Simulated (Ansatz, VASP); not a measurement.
MgO2: VASP beside Ansatz

File INCAR:

```
SYSTEM = MgO2
ALGO = Normal ; EDIFF = 1E-6
ENCUT = 520 ; GGA = PS
ISIF = 2 ; ISMEAR = 0
LASPH = .True. ; LCHARG = .True.
LELF = .True. ; LREAL = .False.
LVHAR = .True. ; LWAVE = .False.
NBANDS = 14 ; NELM = 80
PREC = Accurate ; SIGMA = 0.05
```

The input KPOINTS:

```
k-points
0
Gamma
  12 12 12
  0 0 0
```

Contents of POSCAR:

```
MgO2
1.0
    1.6047610160      0.9265092046      3.3891595087
   -1.6047610160      0.9265092046      3.3891595087
    0.0000000000     -1.8530184092      3.3891595087
Mg O
1 2
Direct
    0.0000000000      0.0000000000      0.0000000000
    0.4287860000      0.4287860000      0.4287860000
    0.5712140000      0.5712140000      0.5712140000
```

Input for Ansatz:

```yaml
crystal:
  lattice:
    - [1.604761016, 0.9265092046, 3.3891595087]
    - [-1.604761016, 0.9265092046, 3.3891595087]
    - [0.0, -1.8530184092, 3.3891595087]
  atoms:
    - { symbol: Mg, position: [0.0, 0.0, 0.0] }
    - { symbol: O, position: [0.428786, 0.428786, 0.428786] }
    - { symbol: O, position: [0.571214, 0.571214, 0.571214] }
basis:
  ecutwfc: 420
kpoints:
  mp_grid: { grid: [12, 12, 12] }
hamiltonian:
  xc: pbesol
scf:
  occupations: { method: gaussian, width: 0.05 }
output:
  forces: true
  stress: true
  eigenvalues: true
```

Change from the starting cell: strain +0.000 along x and y, -0.030 along z, atoms carried along.

Alike in both runs: task single point; functional PBEsol; k mesh 12 × 12 × 12; occupations gaussian, width 0.05 eV; no spin polarisation.

```csv
,VASP,Ansatz
version,VASP 6.6.1,Ansatz 0.2.0
potentials or method,"VASP PAW PBE potentials, release 64 (Mg, O), cutoff 520 eV","scalar-relativistic, plane waves, PAW"
valence electrons in the cell,14,22
```

|  | VASP | Ansatz | Ansatz less VASP |
| --- | --- | --- | --- |
| gap on the k mesh at the Fermi level (eV) | 2.85 | 2.88 | +0.031 |
| least direct gap on the mesh (eV) | 2.85 | 2.88 | +0.031 |
| pressure (GPa) | 0.9 | 1.0 | +0.05 |
| traceless stress, the component that is largest in VASP (GPa) | 9.49 | 8.14 | -1.357 |
| rms of the force components (eV/Å) | 0.394 | 0.285 | -0.1093 |

VASP's potentials were made for PBE, not for PBEsol. Atom by atom the forces differ by 0.109 eV/Å (rms over components). VASP's potentials hold 14 valence electrons a cell and Ansatz's 22, so a difference there can come from the potentials and not from the codes.
